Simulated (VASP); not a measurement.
Crystal: Mg.

```xyz
1
Lattice="0.0000 2.2123 2.2123 2.2123 0.0000 2.2123 2.2123 2.2123 0.0000" Properties=species:S:1:pos:R:3 pbc="T T T"
Mg    0.0000    0.0000    0.0000
```

| Quantity | Value |
| --- | --- |
| Program | VASP 6.6.1 |
| Task | relaxation of cell and atoms |
| Functional | r2SCAN |
| Potentials or basis | VASP PAW PBE potentials, release 64 (Mg) |
| Cutoff | 600 eV |
| k mesh | 16 × 16 × 16 |
| Occupations | gaussian, width 0.1 eV |
| Spin | no spin polarisation |

At the start: pressure 1.8 GPa; volume 21.65 Å³/atom.

Task: How do energy, volume and symmetry change on relaxing?

Result: Over 3 steps the energy falls by 4.9 meV/atom and the volume is 22.59 Å³/atom (+4.3 %); space group Fm-3m (No. 225, to 0.05 Å).

Step by step:
```
step  energy change (eV)  largest force (eV/Å)  pressure (GPa)  volume (Å³)
   1              0.0000                0.0000            1.77        21.65
   2             -0.0048                0.0000            0.29        22.41
   3             -0.0049                0.0000           -0.02        22.59
```

Final structure:
```
CELL_PARAMETERS angstrom
0.00000 2.24358 2.24358
2.24358 0.00000 2.24358
2.24358 2.24358 0.00000
ATOMIC_POSITIONS crystal
Mg 0.00000 0.00000 0.00000
```

Caveat: the PAW data sets were made with another functional, which shifts forces and pressure a little.
